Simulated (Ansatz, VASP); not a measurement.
**Two plane-wave programs on GaN**

INCAR

```
SYSTEM = GaN
  PREC = Accurate
  ENCUT = 600
  EDIFF = 1E-6
  ISMEAR = 0
  SIGMA = 0.02
  LREAL = .FALSE.
  LASPH = .TRUE.
  NELM = 120
  ALGO = Normal
  ISIF = 2
  LWAVE = .FALSE.
  LCHARG = .FALSE.
  GGA = PE
  NBANDS = 16
  GGA_COMPAT = .FALSE.
```

KPOINTS

```
regular mesh
0
G
  8 8 8
  0 0 0
```

POSCAR

```
GaN
1.0
    0.0000000000      2.2535006075      2.2535006075
    2.2535006075      0.0000000000      2.2535006075
    2.2535006075      2.2535006075      0.0000000000
Ga N
1 1
Direct
    0.0000000000      0.0000000000      0.0000000000
    0.7500000000      0.7500000000      0.7500000000
```

Input for Ansatz:

```yaml
crystal:
  lattice:
    - [0.0, 2.2535006075, 2.2535006075]
    - [2.2535006075, 0.0, 2.2535006075]
    - [2.2535006075, 2.2535006075, 0.0]
  atoms:
    - { symbol: Ga, position: [0.0, 0.0, 0.0] }
    - { symbol: "N", position: [0.75, 0.75, 0.75] }
basis:
  ecutwfc: 420
kpoints:
  mp_grid: { grid: [8, 8, 8] }
hamiltonian:
  xc: pbe
scf:
  occupations: { method: gaussian, width: 0.02 }
output:
  forces: true
  stress: true
  eigenvalues: true
```

Alike in both runs: task single point; functional PBE; k mesh 8 × 8 × 8; occupations gaussian, width 0.02 eV; no spin polarisation.

```csv
,VASP,Ansatz
version,VASP 6.6.1,Ansatz 0.2.0
potentials or method,"VASP PAW PBE potentials, release 64 (Ga_d, N), cutoff 600 eV","scalar-relativistic, plane waves, PAW"
valence electrons in the cell,18,18
```

|  | VASP | Ansatz | Ansatz less VASP |
| --- | --- | --- | --- |
| gap on the k mesh at the Fermi level (eV) | 1.72 | 1.72 | -0.008 |
| least direct gap on the mesh (eV) | 1.72 | 1.72 | -0.008 |
| pressure (GPa) | 4.9 | 5.0 | +0.09 |

With one functional, cell and mesh, what is left measures potentials, basis and numerics.
